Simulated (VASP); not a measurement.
# NaF (Villiaumite) (Fm-3m) in VASP: further runs

NaF (Villiaumite) is run at these levels: PBE; tasks: single point.

Program: VASP 6.6.1. These are calculated values, not measurements. Logs are shortened: lines on timing, memory, paths and dates and some standing lists are left out, and cuts for length are marked.

### 1 The cell of the first run

Symmetry: Fm-3m, No. 225, cubic system. Conventional cell: a = 4.503 Å, b = 4.503 Å, c = 4.503 Å, α = 90.00°, β = 90.00°, γ = 90.00°. Within 3.0 Å of Na (site symmetry m-3m) lie 6 F at 2.25 Å. Within 3.0 Å of F (site symmetry m-3m) lie 6 Na at 2.25 Å.

### 2 Single point, PBE (volume scaled by 0.88)

File INCAR:

```
SYSTEM = NaF
PREC = Accurate ; ENCUT = 520
EDIFF = 1E-7 ; ISMEAR = 0
SIGMA = 0.02 ; LREAL = .FALSE.
LASPH = .TRUE. ; NELM = 100
ALGO = Normal ; ISIF = 2
LWAVE = .FALSE. ; LCHARG = .FALSE.
GGA = PE ; NBANDS = 14
```

File KPOINTS:

```
regular mesh
0
G
  8 8 8
  0 0 0
```

File POSCAR:

```
NaF
1.0
    0.0000000000      2.2517218326      2.2517218326
    2.2517218326      0.0000000000      2.2517218326
    2.2517218326      2.2517218326      0.0000000000
Na F
1 1
Direct
    0.0000000000      0.0000000000      0.0000000000
    0.5000000000      0.5000000000      0.5000000000
```

Potentials or basis: VASP PAW PBE potentials, release 64 (Na_pv, F).

The run is started by

```bash
> cat potpaw_PBE.64/Na_pv/POTCAR potpaw_PBE.64/F/POTCAR > POTCAR
> mpirun -np 1 vasp_std > vasp.out
```

OUTCAR:

```text
SYSTEM = NaF
   PREC = Accurate
   ENCUT = 520
   EDIFF = 1E-7
   ISMEAR = 0
   LREAL = .FALSE.
   LASPH = .TRUE.
   NELM = 100
   ISIF = 2
   GGA = PE

 ion  position               nearest neighbor table
   1  0.000  0.000  0.000-   2 2.25   2 2.25   2 2.25   2 2.25   2 2.25   2 2.25
   2  0.500  0.500  0.500-   1 2.25   1 2.25   1 2.25   1 2.25   1 2.25   1 2.25

  LATTYP: Found a face centered cubic cell.
 ALAT       =     4.5034436652

  Lattice vectors:

 A1 = (   0.0000000000,   2.2517218326,   2.2517218326)
 A2 = (   2.2517218326,   0.0000000000,   2.2517218326)
 A3 = (   2.2517218326,   2.2517218326,   0.0000000000)

Analysis of symmetry for initial positions (statically):
=====================================================================
 Subroutine PRICEL returns:
 Original cell was already a primitive cell.

 Routine SETGRP: Setting up the symmetry group for a
 face centered cubic supercell.

 Subroutine GETGRP returns: Found 48 space group operations
 (whereof 48 operations were pure point group operations)
 out of a pool of 48 trial point group operations.

The static configuration has the point symmetry O_h .

Analysis of symmetry for dynamics (positions and initial velocities):
=====================================================================
 Subroutine PRICEL returns:
 Original cell was already a primitive cell.

 Routine SETGRP: Setting up the symmetry group for a
 face centered cubic supercell.

 Subroutine GETGRP returns: Found 48 space group operations
 (whereof 48 operations were pure point group operations)
 out of a pool of 48 trial point group operations.

The dynamic configuration has the point symmetry O_h .

 Subroutine INISYM returns: Found 48 space group operations
 (whereof 48 operations are pure point group operations),
 and found     1 'primitive' translations

----------------------------------------------------------------------------------------

                                     Primitive cell

  volume of cell :      22.8336

  direct lattice vectors                    reciprocal lattice vectors
     0.000000000  2.251721833  2.251721833    -0.222052295  0.222052295  0.222052295
     2.251721833  0.000000000  2.251721833     0.222052295 -0.222052295  0.222052295
     2.251721833  2.251721833  0.000000000     0.222052295  0.222052295 -0.222052295

  length of vectors
     3.184415554  3.184415554  3.184415554     0.384605856  0.384605856  0.384605856

  position of ions in fractional coordinates (direct lattice)
     0.000000000  0.000000000  0.000000000
     0.500000000  0.500000000  0.500000000

  ion indices of the primitive-cell ions
   primitive index   ion index
                 1           1
                 2           2

----------------------------------------------------------------------------------------

 KPOINTS: regular mesh

Automatic generation of k-mesh.
 Grid dimensions read from file:
 generate k-points for:    8    8    8

 Generating k-lattice:

  Cartesian coordinates                     Fractional coordinates (reciprocal lattice)
    -0.027756537  0.027756537  0.027756537     0.125000000  0.000000000  0.000000000
     0.027756537 -0.027756537  0.027756537     0.000000000  0.125000000  0.000000000
     0.027756537  0.027756537 -0.027756537     0.000000000  0.000000000  0.125000000

  Length of vectors
     0.048075732  0.048075732  0.048075732

  Shift w.r.t. Gamma in fractional coordinates (k-lattice)
     0.000000000  0.000000000  0.000000000

 Subroutine IBZKPT returns following result:
 ===========================================

 Found     29 irreducible k-points:

 Following reciprocal coordinates:
            Coordinates               Weight
  0.000000  0.000000  0.000000      1.000000
  0.125000  0.000000  0.000000      8.000000
  0.250000  0.000000  0.000000      8.000000
  0.375000  0.000000  0.000000      8.000000
  0.500000  0.000000  0.000000      4.000000
  0.125000  0.125000  0.000000      6.000000
[... 16 lines left out ...]
  0.500000  0.250000  0.125000     48.000000
 -0.375000  0.250000  0.125000     24.000000
 [... further k-points ...]
   k-points           NKPTS =     29   k-points in BZ     NKDIM =     29   number of bands    NBANDS=     14
   number of dos      NEDOS =    301   number of ions     NIONS =      2
   total plane-waves  NPLWV =  13824
   dimension x,y,z NGX =    24 NGY =   24 NGZ =   24
   dimension x,y,z NGXF=    48 NGYF=   48 NGZF=   48
   ions per type =               1   1
   NGX,Y,Z   is equivalent  to a cutoff of  12.53, 12.53, 12.53 a.u.
   NGXF,Y,Z  is equivalent  to a cutoff of  25.06, 25.06, 25.06 a.u.
 SYSTEM =  NaF
   PREC   = accura    normal or accurate (medium, high low for compatibility)
   ISTART =      0    job   : 0-new  1-cont  2-samecut
   ICHARG =      2    charge: 1-file 2-atom 10-const
   ISPIN  =      1    spin polarized calculation?
   LNONCOLLINEAR =      F non collinear calculations
   LSORBIT =      F    spin-orbit coupling
   LASPH  =      T    aspherical Exc in radial PAW
   ENCUT  =  520.0 eV  38.22 Ry    6.18 a.u.   5.92  5.92  5.92*2*pi/ulx,y,z
   NELM   =    100;   NELMIN=  2; NELMDL= -5     # of ELM steps
   EDIFF  = 0.1E-06   stopping-criterion for ELM
   LREAL  =      F    real-space projection
   EDIFFG = 0.1E-05   stopping-criterion for IOM
   NSW    =      0    number of steps for IOM
   IBRION =     -1    ionic relax: 0-MD 1-quasi-New 2-CG
   NFREE  =      0    steps in history (QN), initial steepest desc. (CG)
   ISIF   =      2    stress and relaxation
   ISYM   =      2    0-nonsym 1-usesym 2-fastsym
   POTIM  = 0.5000    time-step for ionic-motion
   TEBEG  =    0.0;   TEEND  =   0.0 temperature during run
   PSTRESS=    0.0 pullay stress
   NELECT =      14.0000    total number of electrons
   NUPDOWN=      -1.0000    fix difference up-down
   EMIN   =  10.00;   EMAX   =-10.00  energy-range for DOS
   EFERMI =   0.00;   METHOD = LEGACY
   ISMEAR =     0;   SIGMA  =   0.02  broadening in eV -4-tet -1-fermi 0-gaus
   EFERMI_NEDOS =   21; number of points for ismear=-14 and -15
   IALGO  =     38    algorithm
   IMIX   =      4    mixing-type and parameters
     AMIX     =   0.40;   BMIX     =  1.00
     AMIX_MAG =   1.60;   BMIX_MAG =  1.00
  volume/ion in A,a.u.               =      11.42        77.04
  Fermi-wavevector in a.u.,A,eV,Ry     =   1.390783  2.628199 26.317449  1.934278
  Thomas-Fermi vector in A             =   2.514685
   LORBIT       =      0    0 simple, 1 ext, 2 COOP (PROOUT), +10 PAW based schemes
   GGA     = PE    functional components
   LHFCALC =     F    Hartree Fock is set to
   AEXX    =    0.0000 exact exchange contribution
   IVDW    =     0    specifies the selected vdW correction
   LEPSILON=     F    determine dielectric tensor
   LRPA    =     F    only Hartree local field effects (RPA)
 non-spin polarized calculation
 Gauss-broadening in eV      SIGMA  =   0.02
  energy-cutoff  :      520.00
  volume of cell :       22.83
 maximum number of plane-waves:       636
   NGX = 11   NGY = 11   NGZ = 11

 number of electron      14.0000015 magnetization

 Free energy of the ion-electron system (eV)
  ---------------------------------------------------
  ext. energy  EPLUGINS =         0.00000000
  ---------------------------------------------------
  free energy    TOTEN  =        -8.49862880 eV

  energy without entropy =       -8.49862880  energy(sigma->0) =       -8.49862880

 E-fermi :  -1.6003     XC(G=0):  -9.5722

 val. band max:       -1.6839225085   @ k =   0.0000   0.0000   0.0000
 cond. band min:       5.1044679614   @ k =   0.0000   0.0000   0.0000
 fundamental gap:      6.7883904700
 Fermi energy:        -1.6002775110

 k-point     1 :       0.0000    0.0000    0.0000
  band No.  band energies     occupation
      1     -21.0137      2.00000
      2     -20.3847      2.00000
      3     -20.3847      2.00000
      4     -20.3847      2.00000
      5      -1.6839      2.00000
      6      -1.6839      2.00000
      7      -1.6839      2.00000
      8       5.1045      0.00000
      9      17.9072      0.00000
     10      17.9072      0.00000
     11      17.9072      0.00000
     12      20.9521      0.00000
     13      23.2280      0.00000
     14      23.2280      0.00000

 k-point     2 :       0.1250    0.0000    0.0000
  band No.  band energies     occupation
      1     -21.1611      2.00000
      2     -20.3869      2.00000
      3     -20.3869      2.00000
      4     -20.2120      2.00000
      5      -2.0136      2.00000
      6      -1.7292      2.00000
      7      -1.7292      2.00000
      8       5.6836      0.00000
      9      16.1327      0.00000
     10      18.1834      0.00000
     11      18.1834      0.00000
     12      22.7219      0.00000
     13      22.7219      0.00000
     14      23.0285      0.00000

 k-point     3 :       0.2500    0.0000    0.0000
  band No.  band energies     occupation
      1     -21.3860      2.00000
      2     -20.3922      2.00000
      3     -20.3922      2.00000
      4     -19.9251      2.00000
      5      -2.6866      2.00000
      6      -1.8369      2.00000
      7      -1.8369      2.00000
      8       7.0650      0.00000
      9      14.0366      0.00000
     10      18.8205      0.00000
     11      18.8205      0.00000
     12      22.0939      0.00000
     13      22.0939      0.00000
     14      24.0180      0.00000

 k-point     4 :       0.3750    0.0000    0.0000
  band No.  band energies     occupation
      1     -21.5444      2.00000
      2     -20.3975      2.00000
      3     -20.3975      2.00000
      4     -19.7036      2.00000
      5      -3.2530      2.00000
      6      -1.9424      2.00000
      7      -1.9424      2.00000
      8       8.6587      0.00000
      9      12.4290      0.00000
     10      19.2828      0.00000
     11      19.2828      0.00000
     12      22.0804      0.00000
     13      22.0804      0.00000
     14      23.5495      0.00000

 k-point     5 :       0.5000    0.0000    0.0000
  band No.  band energies     occupation
      1     -21.5998      2.00000
      2     -20.3997      2.00000
      3     -20.3997      2.00000
      4     -19.6214      2.00000
      5      -3.4668      2.00000
      6      -1.9855      2.00000
      7      -1.9855      2.00000
      8       9.6423      0.00000
      9      11.5365      0.00000
     10      19.3767      0.00000
     11      19.3767      0.00000
[... 276 lines left out ...]
 k-point    22 :       0.3750    0.2500    0.1250
  band No.  band energies     occupation
      1     -21.3553      2.00000
      2     -20.4334      2.00000
      3     -20.4030      2.00000
      4     -19.9068      2.00000
      5      -2.8421      2.00000
      6      -2.0417      2.00000
      7      -1.9310      2.00000
      8       8.1337      0.00000
      9      13.3729      0.00000
     10      17.5935      0.00000
     11      19.2708      0.00000
     12      19.5895      0.00000
     13      23.6615      0.00000
     14      27.0849      0.00000

 k-point    23 :       0.5000    0.2500    0.1250
  band No.  band energies     occupation
      1     -21.3921      2.00000
      2     -20.4532      2.00000
      3     -20.4159      2.00000
      4     -19.8223      2.00000
      5      -3.0683      2.00000
      6      -2.2455      2.00000
      7      -2.0298      2.00000
      8       9.6318      0.00000
      9      12.4621      0.00000
     10      16.6922      0.00000
     11      18.6149      0.00000
     12      20.8190      0.00000
     13      23.0231      0.00000
     14      27.4960      0.00000

 k-point    24 :      -0.3750    0.2500    0.1250
  band No.  band energies     occupation
      1     -21.4053      2.00000
      2     -20.4572      2.00000
      3     -20.4257      2.00000
      4     -19.7892      2.00000
      5      -3.1482      2.00000
      6      -2.3345      2.00000
      7      -2.0727      2.00000
      8      10.6851      0.00000
      9      11.7358      0.00000
     10      16.3684      0.00000
     11      18.3170      0.00000
     12      21.4680      0.00000
     13      22.6141      0.00000
     14      27.7090      0.00000

 [... further k-points ...]

------------------------ aborting loop because EDIFF is reached ----------------------------------------

  FORCE on cell =-STRESS in cart. coord.  units (eV):
  Direction    XX          YY          ZZ          XY          YZ          ZX
  --------------------------------------------------------------------------------------
  -------------------------------------------------------------------------------------
  Total        1.0991229      1.0991229      1.0991229     -0.0000000      0.0000000     -0.0000000
  in kB       77.1227739     77.1227739     77.1227739     -0.0000000      0.0000000     -0.0000000
  external PRESSURE =      77.1227739 kB  Pullay stress =       0.0000000 kB

 VOLUME and BASIS-vectors are now :
 -----------------------------------------------------------------------------
  energy-cutoff  :      520.00
  volume of cell :       22.83
      direct lattice vectors                 reciprocal lattice vectors
     0.000000000  2.251721833  2.251721833    -0.222052295  0.222052295  0.222052295
     2.251721833  0.000000000  2.251721833     0.222052295 -0.222052295  0.222052295
     2.251721833  2.251721833  0.000000000     0.222052295  0.222052295 -0.222052295

 POSITION                                       TOTAL-FORCE (eV/Angst)
 -----------------------------------------------------------------------------------
      0.00000      0.00000      0.00000        -0.000000     -0.000000     -0.000000
      2.25172      2.25172      2.25172         0.000000      0.000000      0.000000
 -----------------------------------------------------------------------------------
    total drift:                                0.000000     -0.000000      0.000000

  FREE ENERGIE OF THE ION-ELECTRON SYSTEM (eV)
  ---------------------------------------------------
  free  energy   TOTEN  =        -8.4986288028 eV

  energy  without entropy=       -8.4986288028  energy(sigma->0) =       -8.49862880
```

Wall time 5.8 s (1 thread of Intel Xeon Platinum 8375C at 2.90GHz (Ice Lake), shared host); peak memory 0.13 GiB.

Results:

| Property | Result |
| --- | --- |
| Free energy | -8.4986 eV |
| Pressure | 7.7 GPa |
| Band gap on the k mesh | 6.79 eV, direct |

Levels at points of the mesh, in eV from the valence-band top:
| k point | band 4 | band 5 | band 6 | band 7 | band 8 | band 9 | band 10 | band 11 |
| --- | --- | --- | --- | --- | --- | --- | --- | --- |
| (0.00, 0.00, 0.00) | -18.70 | 0.00 | 0.00 | 0.00 | 6.79 | 19.59 | 19.59 | 19.59 |
| (0.50, 0.00, 0.00) | -17.94 | -1.78 | -0.30 | -0.30 | 11.33 | 13.22 | 21.06 | 21.06 |
| (0.50, 0.50, 0.00) | -18.77 | -1.41 | -0.45 | -0.45 | 13.59 | 13.89 | 14.48 | 20.92 |

[end of part 1 of 2]
